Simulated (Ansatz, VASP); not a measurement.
In: VASP beside Ansatz

```
In
1.0
     0.00000    2.33909    2.33909
     2.33909    0.00000    2.33909
     2.33909    2.33909    0.00000
In
1
Direct
  0.00000 0.00000 0.00000
```

Alike in both runs: functional PBEsol; k mesh 16 × 16 × 16; occupations gaussian, width 0.1 eV; no spin polarisation.

Ansatz relaxed the structure, and its values are those at the end. VASP's run is a single point on that final structure, the one shown.

|  | VASP | Ansatz |
| --- | --- | --- |
| version | VASP 6.6.1 | Ansatz 0.2.0 |
| potentials or method | VASP PAW PBE potentials, release 64 (In_d), cutoff 520 eV | scalar-relativistic, plane waves, PAW |
| valence electrons in the cell | 13 | 13 |

```tsv
	VASP	Ansatz	Ansatz less VASP
gap on the k mesh at the Fermi level (eV)	none	none	-
pressure (GPa)	0.0	0.0	+0.02
```

VASP's potentials were made for PBE, not for PBEsol. A gap of «none» marks a metal or a gap that the smearing closes.
